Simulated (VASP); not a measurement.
The system is ZrS2.

```
CELL_PARAMETERS angstrom
3.67440 0.00000 0.00000
-1.83720 3.18212 0.00000
0.00000 0.00000 5.85686
ATOMIC_POSITIONS crystal
Zr 0.00000 0.00000 0.00000
S 0.33333 0.66667 0.24623
S 0.66667 0.33333 0.75377
```

Base run:

```yaml
Program: VASP 6.6.1
Functional: r2SCAN0
Potentials_or_basis: VASP PAW PBE potentials, release 64 (Zr_sv, S)
Cutoff: 440 eV
k_mesh: 6 × 6 × 4
Occupations: gaussian, width 0.01 eV
Spin: no spin polarisation
```

Its results: band gap on the k mesh 2.60 eV (least direct gap 3.32 eV); pressure -0.1 GPa; largest force 0.193 eV/Å.

The run is repeated on the same cell with these changes: functional from r2SCAN0 to PBE0; cutoff from 440 eV to 400 eV. What comes out?

Band gap on the k mesh 2.38 eV (least direct gap 3.09 eV); pressure -0.1 GPa; largest force 0.181 eV/Å.

Caveats: the PAW data sets were made with another functional, which shifts forces and pressure a little; this functional lacks dispersion, which binds layers or chains, so the pressure and a relaxed spacing across them are unreliable (at least some runs).

A k mesh can miss the band edges.
